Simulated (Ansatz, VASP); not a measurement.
**CdTe: VASP beside Ansatz**

```
Cd Te
1.0
     3.57291    0.00000    0.00000
     0.00000    3.57291    0.00000
     0.00000    0.00000    3.57291
Cd Te
1 1
Direct
  0.00000 0.00000 0.00000
  0.50000 0.50000 0.50000
```

Change from the starting cell: volume scaled by 0.9, PAW files.

Alike in both runs: task single point; functional PBEsol; k mesh 13 × 13 × 13; occupations fermi-dirac, width 0.05 eV; no spin polarisation.

```csv
,VASP,Ansatz
version,VASP 6.6.1,Ansatz 0.2.0
potentials or method,"VASP PAW PBE potentials, release 64 (Cd, Te)","PAW with Ansatz's default frozen-core files, scalar-relativistic"
plane-wave cutoff (eV),520,420
valence electrons in the cell,18,36
```

```tsv
	VASP	Ansatz	Ansatz less VASP
pressure (GPa)	8.0	7.6	-0.37
```

VASP's potentials were made for PBE, not for PBEsol. VASP's potentials hold 18 valence electrons a cell and Ansatz's 36, so a difference there can come from the potentials and not from the codes.

Neither program's run includes spin-orbit coupling.
